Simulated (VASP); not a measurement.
# Ge (P6_3mc) in VASP: further runs

The runs below take Ge through single point, with PBEsol.

Program: VASP 6.6.1. These are calculated values, not measurements. Logs are shortened: lines on timing, memory, paths and dates and some standing lists are left out, and cuts for length are marked.

## (1) The cell of the first run

It takes space group P6_3mc (No. 186, hexagonal). The conventional cell has a = 3.996 Å, b = 3.996 Å, c = 10.845 Å, α = 90.00°, β = 90.00°, γ = 120.00°. Ge (site symmetry 3m) has 3 Ge at 2.40 Å within 3.2 Å. Within 3.2 Å of Ge (site symmetry 3m) lie 3 Ge at 2.40 Å.

## (2) Single point, PBEsol

Contents of INCAR:

```
PREC = Accurate
ENCUT = 520
EDIFF = 1E-7
ISMEAR = 0
SIGMA = 0.15
LREAL = False
LASPH = True
NELM = 100
ALGO = Normal
ISIF = 2
LWAVE = False
LCHARG = False
GGA = PS
NBANDS = 36
```

Contents of KPOINTS:

```
Automatic mesh
0
Gamma
  7 7 2
```

Contents of POSCAR:

```
Ge
1.0
    3.9956630868      0.0000000000      0.0000000000
   -1.9978310501      3.4603451209      0.0000000000
    0.0000000000      0.0000000000     10.8447818813
Ge
4
Direct
    0.0000000000      0.0000000000      0.9774520000
    0.0000000000      0.0000000000      0.4774520000
    0.3333333333      0.6666666667      0.9148480000
    0.6666666667      0.3333333333      0.4148480000
```

Potentials or basis: VASP PAW PBE potentials, release 64 (Ge_d).

On the command line:

```bash
$ cat potpaw_PBE.64/Ge_d/POTCAR > POTCAR
$ mpirun -np 1 vasp_std > vasp.out
```

OUTCAR:

```text
PREC = Accurate
   ENCUT = 520
   EDIFF = 1E-7
   ISMEAR = 0
   LREAL = False
   LASPH = True
   NELM = 100
   ISIF = 2
   GGA = PS

 ion  position               nearest neighbor table
   1  0.000  0.000  0.977-   3 2.40   3 2.40   3 2.40
   2  0.000  0.000  0.477-   4 2.40   4 2.40   4 2.40
   3  0.333  0.667  0.915-   1 2.40   1 2.40   1 2.40
   4  0.667  0.333  0.415-   2 2.40   2 2.40   2 2.40

  LATTYP: Found a hexagonal cell.
 ALAT       =     3.9956630868
 C/A-ratio  =     2.7141382158

  Lattice vectors:

 A1 = (   3.9956630868,   0.0000000000,   0.0000000000)
 A2 = (  -1.9978310501,   3.4603451209,   0.0000000000)
 A3 = (   0.0000000000,   0.0000000000,  10.8447818813)

Analysis of symmetry for initial positions (statically):
=====================================================================
 Subroutine PRICEL returns:
 Original cell was already a primitive cell.

 Routine SETGRP: Setting up the symmetry group for a
 hexagonal supercell.

 Subroutine GETGRP returns: Found 12 space group operations
 (whereof  6 operations were pure point group operations)
 out of a pool of 24 trial point group operations.

The static configuration has the point symmetry C_3v.
 The point group associated with its full space group is C_6v.

Analysis of symmetry for dynamics (positions and initial velocities):
=====================================================================
 Subroutine PRICEL returns:
 Original cell was already a primitive cell.

 Routine SETGRP: Setting up the symmetry group for a
 hexagonal supercell.

 Subroutine GETGRP returns: Found 12 space group operations
 (whereof  6 operations were pure point group operations)
 out of a pool of 24 trial point group operations.

The dynamic configuration has the point symmetry C_3v.
 The point group associated with its full space group is C_6v.

 Subroutine INISYM returns: Found 12 space group operations
 (whereof  6 operations are pure point group operations),
 and found     1 'primitive' translations

----------------------------------------------------------------------------------------

                                     Primitive cell

  volume of cell :     149.9440

  direct lattice vectors                    reciprocal lattice vectors
     3.995663087  0.000000000  0.000000000     0.250271351  0.144494222  0.000000000
    -1.997831050  3.460345121  0.000000000     0.000000000  0.288988516  0.000000000
     0.000000000  0.000000000 10.844781881     0.000000000  0.000000000  0.092210246

  length of vectors
     3.995663087  3.995662306 10.844781881     0.288988459  0.288988516  0.092210246

  position of ions in fractional coordinates (direct lattice)
     0.000000000  0.000000000  0.977452000
     0.000000000  0.000000000  0.477452000
     0.333333333  0.666666667  0.914848000
     0.666666667  0.333333333  0.414848000

  ion indices of the primitive-cell ions
   primitive index   ion index
                 1           1
                 2           2
                 3           3
                 4           4

----------------------------------------------------------------------------------------

 KPOINTS: Automatic mesh

Automatic generation of k-mesh.
 Grid dimensions read from file:
 generate k-points for:    7    7    2

 Generating k-lattice:

  Cartesian coordinates                     Fractional coordinates (reciprocal lattice)
     0.035753050  0.020642032  0.000000000     0.142857143  0.000000000  0.000000000
     0.000000000  0.041284074  0.000000000     0.000000000  0.142857143  0.000000000
     0.000000000  0.000000000  0.046105123     0.000000000  0.000000000  0.500000000

  Length of vectors
     0.041284066  0.041284074  0.046105123

  Shift w.r.t. Gamma in fractional coordinates (k-lattice)
     0.000000000  0.000000000  0.000000000

 Subroutine IBZKPT returns following result:
 ===========================================

 Found     16 irreducible k-points:

 Following reciprocal coordinates:
            Coordinates               Weight
  0.000000  0.000000  0.000000      1.000000
  0.142857  0.000000  0.000000      6.000000
  0.285714  0.000000  0.000000      6.000000
  0.428571  0.000000  0.000000      6.000000
  0.142857  0.142857  0.000000      6.000000
  0.285714  0.142857  0.000000     12.000000
[... 8 lines left out ...]
  0.428571  0.142857  0.500000      6.000000
  0.285714  0.285714  0.500000      6.000000
   k-points           NKPTS =     16   k-points in BZ     NKDIM =     16   number of bands    NBANDS=     36
   number of dos      NEDOS =    301   number of ions     NIONS =      4
   total plane-waves  NPLWV =  75600
   dimension x,y,z NGX =    30 NGY =   30 NGZ =   84
   dimension x,y,z NGXF=    60 NGYF=   60 NGZF=  168
   ions per type =               4
   NGX,Y,Z   is equivalent  to a cutoff of  12.48, 12.48, 12.88 a.u.
   NGXF,Y,Z  is equivalent  to a cutoff of  24.96, 24.96, 25.75 a.u.
 SYSTEM =  unknown system
   PREC   = accura    normal or accurate (medium, high low for compatibility)
   ISTART =      0    job   : 0-new  1-cont  2-samecut
   ICHARG =      2    charge: 1-file 2-atom 10-const
   ISPIN  =      1    spin polarized calculation?
   LNONCOLLINEAR =      F non collinear calculations
   LSORBIT =      F    spin-orbit coupling
   LASPH  =      T    aspherical Exc in radial PAW
   ENCUT  =  520.0 eV  38.22 Ry    6.18 a.u.   7.43  7.43 20.16*2*pi/ulx,y,z
   NELM   =    100;   NELMIN=  2; NELMDL= -5     # of ELM steps
   EDIFF  = 0.1E-06   stopping-criterion for ELM
   LREAL  =      F    real-space projection
   EDIFFG = 0.1E-05   stopping-criterion for IOM
   NSW    =      0    number of steps for IOM
   IBRION =     -1    ionic relax: 0-MD 1-quasi-New 2-CG
   NFREE  =      0    steps in history (QN), initial steepest desc. (CG)
   ISIF   =      2    stress and relaxation
   ISYM   =      2    0-nonsym 1-usesym 2-fastsym
   POTIM  = 0.5000    time-step for ionic-motion
   TEBEG  =    0.0;   TEEND  =   0.0 temperature during run
   PSTRESS=    0.0 pullay stress
   NELECT =      56.0000    total number of electrons
   NUPDOWN=      -1.0000    fix difference up-down
   EMIN   =  10.00;   EMAX   =-10.00  energy-range for DOS
   EFERMI =   0.00;   METHOD = LEGACY
   ISMEAR =     0;   SIGMA  =   0.15  broadening in eV -4-tet -1-fermi 0-gaus
   EFERMI_NEDOS =   21; number of points for ismear=-14 and -15
   IALGO  =     38    algorithm
   IMIX   =      4    mixing-type and parameters
     AMIX     =   0.40;   BMIX     =  1.00
     AMIX_MAG =   1.60;   BMIX_MAG =  1.00
  volume/ion in A,a.u.               =      37.49       252.97
  Fermi-wavevector in a.u.,A,eV,Ry     =   1.178948  2.227888 18.910972  1.389917
  Thomas-Fermi vector in A             =   2.315267
   LORBIT       =      0    0 simple, 1 ext, 2 COOP (PROOUT), +10 PAW based schemes
   GGA     = PS    functional components
   LHFCALC =     F    Hartree Fock is set to
   AEXX    =    0.0000 exact exchange contribution
   IVDW    =     0    specifies the selected vdW correction
   LEPSILON=     F    determine dielectric tensor
   LRPA    =     F    only Hartree local field effects (RPA)
 non-spin polarized calculation
 Gauss-broadening in eV      SIGMA  =   0.15
  energy-cutoff  :      520.00
  volume of cell :      149.94
 maximum number of plane-waves:      4063
 NGX is ok and might be reduce to    30
   NGX = 15   NGY = 15   NGZ = 41

 number of electron      56.0000046 magnetization

 Free energy of the ion-electron system (eV)
  ---------------------------------------------------
  ext. energy  EPLUGINS =         0.00000000
  ---------------------------------------------------
  free energy    TOTEN  =       -17.50979894 eV

  energy without entropy =      -17.50979593  energy(sigma->0) =      -17.50979744

 E-fermi :   0.9759     XC(G=0):  -7.4762

 val. band max:        0.5407227962   @ k =   0.2857   0.2857   0.0000
 cond. band min:       1.4056976573   @ k =   0.2857   0.2857   0.0000
 fundamental gap:      0.8649748612
 Fermi energy:         0.9759246980

 k-point     1 :       0.0000    0.0000    0.0000
  band No.  band energies     occupation
      1     -23.5237      2.00000
      2     -23.5237      2.00000
      3     -23.5237      2.00000
      4     -23.5237      2.00000
      5     -23.4696      2.00000
      6     -23.4696      2.00000
[... 28 lines left out ...]
     35       4.8897      0.00000
     36       4.8897      0.00000

 k-point     2 :       0.1429    0.0000    0.0000
  band No.  band energies     occupation
      1     -23.5336      2.00000
      2     -23.5336      2.00000
      3     -23.5314      2.00000
      4     -23.5313      2.00000
      5     -23.4844      2.00000
      6     -23.4844      2.00000
[... 28 lines left out ...]
     35       5.6677      0.00000
     36       5.7073      0.00000

 k-point     3 :       0.2857    0.0000    0.0000
  band No.  band energies     occupation
      1     -23.5434      2.00000
      2     -23.5434      2.00000
      3     -23.5413      2.00000
      4     -23.5413      2.00000
      5     -23.5021      2.00000
      6     -23.5021      2.00000
[... 28 lines left out ...]
     35       7.1603      0.00000
     36       7.3373      0.00000
[... 430 lines left out ...]
 k-point    15 :       0.4286    0.1429    0.5000
  band No.  band energies     occupation
      1     -23.5597      2.00000
      2     -23.5597      2.00000
      3     -23.5325      2.00000
      4     -23.5325      2.00000
      5     -23.5248      2.00000
      6     -23.5248      2.00000
[... 28 lines left out ...]
     35       7.6014      0.00000
     36       7.6014      0.00000

 k-point    16 :       0.2857    0.2857    0.5000
  band No.  band energies     occupation
      1     -23.5689      2.00000
      2     -23.5689      2.00000
      3     -23.5316      2.00000
      4     -23.5316      2.00000
      5     -23.5243      2.00000
      6     -23.5243      2.00000
[... 28 lines left out ...]
     35       6.8743      0.00000
     36       6.8743      0.00000

------------------------ aborting loop because EDIFF is reached ----------------------------------------

  FORCE on cell =-STRESS in cart. coord.  units (eV):
  Direction    XX          YY          ZZ          XY          YZ          ZX
  --------------------------------------------------------------------------------------
  -------------------------------------------------------------------------------------
  Total       -0.4231428     -0.4231427     -0.4975058     -0.0000001      0.0000000     -0.0000000
  in kB       -4.5213537     -4.5213521     -5.3159351     -0.0000006      0.0000000     -0.0000000
  external PRESSURE =      -4.7862136 kB  Pullay stress =       0.0000000 kB

 VOLUME and BASIS-vectors are now :
 -----------------------------------------------------------------------------
  energy-cutoff  :      520.00
  volume of cell :      149.94
      direct lattice vectors                 reciprocal lattice vectors
     3.995663087  0.000000000  0.000000000     0.250271351  0.144494222  0.000000000
    -1.997831050  3.460345121  0.000000000     0.000000000  0.288988516  0.000000000
     0.000000000  0.000000000 10.844781881     0.000000000  0.000000000  0.092210246

 POSITION                                       TOTAL-FORCE (eV/Angst)
 -----------------------------------------------------------------------------------
      0.00000      0.00000     10.60025        -0.000000      0.000000     -0.074460
      0.00000      0.00000      5.17786         0.000000     -0.000000     -0.074460
      0.00000      2.30690      9.92133        -0.000000     -0.000000      0.074460
      1.99783      1.15345      4.49894         0.000000     -0.000000      0.074460
 -----------------------------------------------------------------------------------
    total drift:                               -0.000000     -0.000000      0.001320

  FREE ENERGIE OF THE ION-ELECTRON SYSTEM (eV)
  ---------------------------------------------------
  free  energy   TOTEN  =       -17.5097989432 eV

  energy  without entropy=      -17.5097959312  energy(sigma->0) =      -17.50979744
```

It took 99 s on 1 thread of Intel Xeon Platinum 8488C (Sapphire Rapids), shared host; peak memory 0.29 GiB.

What came out:

| Item | Value |
| --- | --- |
| Free energy | -17.5098 eV |
| Pressure | -0.5 GPa |
| Largest force | 0.074 eV/Å |
| Band gap on the k mesh | 0.86 eV, direct |

Forces in eV/Å, atoms in the order of the input:
```
Ge   0.000  0.000 -0.074
Ge   0.000  0.000 -0.074
Ge   0.000  0.000  0.074
Ge   0.000  0.000  0.074
```

Caveat: the PAW data sets were made with another functional, which shifts forces and pressure a little. A hybrid or GW would open this gap; PBEsol tends to underestimate it.

## (3) Single point, PBEsol

This run uses another cell than the first one, of 39.05 Å³/atom, 1.042 times its volume.

Contents of INCAR:

```
  PREC = Accurate
  ENCUT = 520
  EDIFF = 1E-7
  ISMEAR = 0
  SIGMA = 0.15
  LREAL = False
  LASPH = True
  NELM = 100
  ALGO = Normal
  ISIF = 2
  LWAVE = False
  LCHARG = False
  GGA = PS
  NBANDS = 36
```

Contents of KPOINTS:

```
regular mesh
0
Gamma
  7 7 2
```

Contents of POSCAR:

```
Ge
1.0
    4.0504050000      0.0000000000      0.0000000000
   -2.0252020000      3.5077530000      0.0000000000
    0.0000000000      0.0000000000     10.9933590000
Ge
4
Direct
    0.0000000000      0.0000000000      0.9774520000
    0.0000000000      0.0000000000      0.4774520000
    0.3333333333      0.6666666667      0.9148480000
    0.6666666667      0.3333333333      0.4148480000
```

Potentials or basis: VASP PAW PBE potentials, release 64 (Ge_d).

On the command line:

```bash
$ cat potpaw_PBE.64/Ge_d/POTCAR > POTCAR
$ mpirun -np 1 vasp_std > vasp.out
```

Wall time 97 s (1 thread of Intel Xeon Platinum 8488C (Sapphire Rapids), shared host); peak memory 0.28 GiB.

Results (log left out):

- Free energy: -17.4687 eV
- Pressure: -1.6 GPa
- Largest force: 0.173 eV/Å
- Band gap on the k mesh: 0.73 eV, indirect (least direct gap 0.80 eV)

Forces on the atoms (eV/Å):
```
Ge   0.000  0.000 -0.173
Ge   0.000  0.000 -0.173
Ge   0.000  0.000  0.173
Ge   0.000  0.000  0.173
```

Stress tensor (GPa, compression positive):
```
-2.14  0.00  0.00
 0.00 -2.14  0.00
 0.00  0.00 -0.63
```

Levels at points of the mesh, in eV from the valence-band top:
| k point | band 25 | band 26 | band 27 | band 28 | band 29 | band 30 | band 31 | band 32 |
| --- | --- | --- | --- | --- | --- | --- | --- | --- |
| (0.00, 0.00, 0.00) | -0.08 | -0.08 | -0.07 | -0.07 | 0.73 | 0.92 | 2.03 | 4.16 |
| (0.00, 0.00, 0.50) | -0.07 | -0.07 | -0.07 | -0.07 | 0.78 | 0.78 | 3.00 | 3.00 |

Caveat: the PAW data sets were made with another functional, which shifts forces and pressure a little.

## (4) Single point, PBEsol

This run uses another cell than the first one, of 40.61 Å³/atom, 1.083 times its volume.

Contents of INCAR:

```
PREC = Accurate
ENCUT = 520
EDIFF = 1E-6
ISMEAR = 0
SIGMA = 0.15
LREAL = False
LASPH = True
NELM = 60
ALGO = Normal
ISIF = 2
LWAVE = False
LCHARG = False
GGA = PS
NBANDS = 36
```

Contents of KPOINTS:

```
Automatic mesh
0
Gamma
  7 7 2
```

Contents of POSCAR:

```
Ge
1.0
    4.1037059150      0.0000000000      0.0000000000
   -2.0518524509      3.5539129382      0.0000000000
    0.0000000000      0.0000000000     11.1380250504
Ge
4
Direct
    0.0000000000      0.0000000000      0.9774520000
    0.0000000000      0.0000000000      0.4774520000
    0.3333333333      0.6666666667      0.9148480000
    0.6666666667      0.3333333333      0.4148480000
```

On the command line:

```bash
$ cat potpaw_PBE.64/Ge_d/POTCAR > POTCAR
$ mpirun -np 1 vasp_std > vasp.out
```

It took 86 s on 1 thread of Intel Xeon Platinum 8488C (Sapphire Rapids), shared host; peak memory 0.3 GiB.

The run converged. Its results:

```yaml
Free_energy: -17.3880 eV
Pressure: -2.5 GPa
Largest_force: 0.256 eV/Å
Band_gap_on_the_k_mesh: 0.51 eV, indirect (least direct gap 0.61 eV)
```

Forces on the atoms (eV/Å):
```
Ge   0.000  0.000 -0.256
Ge   0.000  0.000 -0.256
Ge   0.000  0.000  0.256
Ge   0.000  0.000  0.256
```

Stress tensor (GPa, compression positive):
```
-3.45  0.00  0.00
 0.00 -3.45  0.00
 0.00  0.00 -0.70
```

Levels at points of the mesh, in eV from the valence-band top:
```csv
k point,band 26,band 27,band 28,band 29,band 30,band 31
"(0.00, 0.00, 0.00)",-0.11,-0.10,-0.10,0.51,0.72,2.06
"(0.00, 0.00, 0.50)",-0.10,-0.10,-0.10,0.58,0.58,2.97
```

Caveat: the PAW data sets were made with another functional, which shifts forces and pressure a little. A k mesh can miss the band edges.

## (5) Single point, PBEsol

This run uses another cell than the first one, of 42.17 Å³/atom, 1.125 times its volume.

Contents of INCAR:

```
ALGO     = Normal         # electronic algorithm
EDIFF    = 1E-6           # SCF threshold, eV
ENCUT    = 520            # plane-wave cutoff, eV
GGA      = PS             # functional
ISIF     = 2              # what is computed and relaxed
ISMEAR   = 0              # smearing method
LASPH    = True           # aspherical terms in the spheres
LCHARG   = False          # write CHGCAR
LREAL    = False          # projectors in reciprocal space
LWAVE    = False          # write WAVECAR
NBANDS   = 36             # bands
NELM     = 80             # most SCF steps
PREC     = Accurate       # precision mode
SIGMA    = 0.15           # smearing width, eV
```

Contents of KPOINTS:

```
k-points
0
Gamma
  7 7 2
```

Contents of POSCAR:

```
Ge
1.0
    4.1556570746      0.0000000000      0.0000000000
   -2.0778280243      3.5989039541      0.0000000000
    0.0000000000      0.0000000000     11.2790276779
Ge
4
Direct
    0.0000000000      0.0000000000      0.9774520000
    0.0000000000      0.0000000000      0.4774520000
    0.3333333333      0.6666666667      0.9148480000
    0.6666666667      0.3333333333      0.4148480000
```

On the command line:

```bash
$ cat potpaw_PBE.64/Ge_d/POTCAR > POTCAR
$ mpirun -np 1 vasp_std > vasp.out
```

It took 78 s on 1 thread of Intel Xeon Platinum 8488C (Sapphire Rapids), shared host; peak memory 0.3 GiB.

It converged, with:

```yaml
Free_energy: -17.2765 eV
Pressure: -3.2 GPa
Largest_force: 0.329 eV/Å
Band_gap_on_the_k_mesh: 0.33 eV, indirect (least direct gap 0.45 eV)
```

Forces in eV/Å, atoms in the order of the input:
```
Ge   0.000  0.000 -0.329
Ge   0.000  0.000 -0.329
Ge   0.000  0.000  0.329
Ge   0.000  0.000  0.329
```

Stress tensor (GPa, compression positive):
```
-4.44  0.00  0.00
 0.00 -4.44  0.00
 0.00  0.00 -0.76
```

Levels at points of the mesh, in eV from the valence-band top:
```tsv
k point	band 26	band 27	band 28	band 29	band 30	band 31
(0.00, 0.00, 0.00)	-0.13	-0.12	-0.12	0.33	0.56	2.08
(0.00, 0.00, 0.50)	-0.13	-0.13	-0.13	0.41	0.41	2.93
```

Caveat: the PAW data sets were made with another functional, which shifts forces and pressure a little.

[end of part 1 of 2]
